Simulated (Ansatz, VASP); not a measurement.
## CsH in VASP and in Ansatz

```
Cs H
1.0
     0.00000    3.18800    3.31552
     3.18800    0.00000    3.31552
     3.18800    3.18800    0.00000
Cs H
1 1
Direct
  0.00000 0.00000 0.00000
  0.50000 0.50000 0.50000
```

Change from the starting cell: strain +0.000 along x and y, +0.040 along z, atoms carried along.

Alike in both runs: task single point; functional LDA; k mesh 8 × 8 × 8; occupations gaussian, width 0.05 eV; no spin polarisation.

|  | VASP | Ansatz |
| --- | --- | --- |
| version | VASP 6.6.1 | Ansatz 0.2.0 |
| potentials or method | VASP PAW LDA potentials, release 64 (Cs_sv, H), cutoff 520 eV | scalar-relativistic, plane waves, PAW |
| valence electrons in the cell | 10 | 10 |

```tsv
	VASP	Ansatz	Ansatz less VASP
gap on the k mesh at the Fermi level (eV)	1.98	1.99	+0.016
least direct gap on the mesh (eV)	1.98	1.99	+0.016
pressure (GPa)	-1.5	-1.5	-0.01
traceless stress, the component that is largest in VASP (GPa)	-0.36	-0.35	+0.012
```

LDA's correlation is that of Perdew and Zunger in VASP and of Perdew and Wang (1992) in Ansatz.

Neither program's run includes spin-orbit coupling.
